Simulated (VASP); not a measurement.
Input of a VASP 6.6.1 run:

Contents of INCAR:

```
  PREC = Accurate
  ENCUT = 600
  EDIFF = 1E-6
  ISMEAR = 0
  SIGMA = 0.05
  LREAL = False
  LASPH = True
  NELM = 100
  ALGO = Normal
  ISIF = 8
  LWAVE = False
  LCHARG = False
  GGA = PE
  IBRION = 2
  NSW = 60
  EDIFFG = -0.03
```

KPOINTS

```
Automatic mesh
0
Gamma
  13 13 13
```

File POSCAR:

```
Sn
1.0
    0.0000000000      3.2333430000      3.2333430000
    3.2333430000      0.0000000000      3.2333430000
    3.2333430000      3.2333430000      0.0000000000
Sn
2
Direct
    0.0000000000      0.0000000000      0.0000000000
    0.2500000000      0.2500000000      0.2500000000
```

Potentials or basis: VASP PAW PBE potentials, release 64 (Sn_d).

Run with:

```bash
$ cat potpaw_PBE.64/Sn_d/POTCAR > POTCAR
$ mpirun -np 1 vasp_std > vasp.out
```

Task: What does it give for the relaxed cell?

Result: a = 4.704 Å, b = 4.704 Å, c = 4.704 Å, α = 60.00°, β = 60.00°, γ = 60.00°.

Task: Predict the space group after relaxing (to 0.1 Å).

Result: Fd-3m (No. 227).

Task: What does it give for the band gap on the k mesh?

Result: Zero (bands 14 and 15 overlap by 0.22 eV).

Task: What does it give for the relaxed volume?

Result: 36.80 Å³/atom.

Final structure:
```
CELL_PARAMETERS angstrom
0.00000 3.32613 3.32613
3.32613 0.00000 3.32613
3.32613 3.32613 0.00000
ATOMIC_POSITIONS crystal
Sn 0.00000 0.00000 0.00000
Sn 0.25000 0.25000 0.25000
```

Caveat: spin-orbit coupling is left out, which moves the levels of the heavy elements. Zero-point motion and thermal expansion aren't in these numbers.
